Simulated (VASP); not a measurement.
C, 1 atom in the cell. The structure is cubic, space group Im-3m (No. 229). Conventional cell: a = 2.249 Å, b = 2.249 Å, c = 2.249 Å, α = 90.00°, β = 90.00°, γ = 90.00°. C (site symmetry m-3m) has 14 C at 1.95 to 2.25 Å within 2.6 Å.  This cell differs from its parent crystal: volume scaled by 0.85, core large.

```yaml
Program: VASP 6.6.1
Task: single point
Functional: PBE
Potentials_or_basis: VASP PAW PBE potentials, release 64 (C)
Cutoff: 520 eV
k_mesh: 25 × 25 × 25
Occupations: fermi-dirac, width 0.1 eV
Spin: no spin polarisation
Dipole_correction: no
Further_INCAR_settings: ALGO = Normal; EDIFF = 1e-06; NBANDS = 8
```

Potentials or basis: VASP PAW PBE potentials, release 64 (C).

Launch:

```console
$ cat potpaw_PBE.64/C/POTCAR > POTCAR
$ mpirun -np 1 vasp_std > vasp.out
```

Hardware: 1 thread of Intel(R) Xeon(R) Platinum 8488C (Sapphire Rapids) (shared host).

**Question.** How long does it take, and how much memory?

**Answer.** Wall time 7.2 s on 1 thread of Intel(R) Xeon(R) Platinum 8488C (Sapphire Rapids), with other jobs on the host, peak memory 0.11 GiB. Counts: scf iterations 8, k points 455.
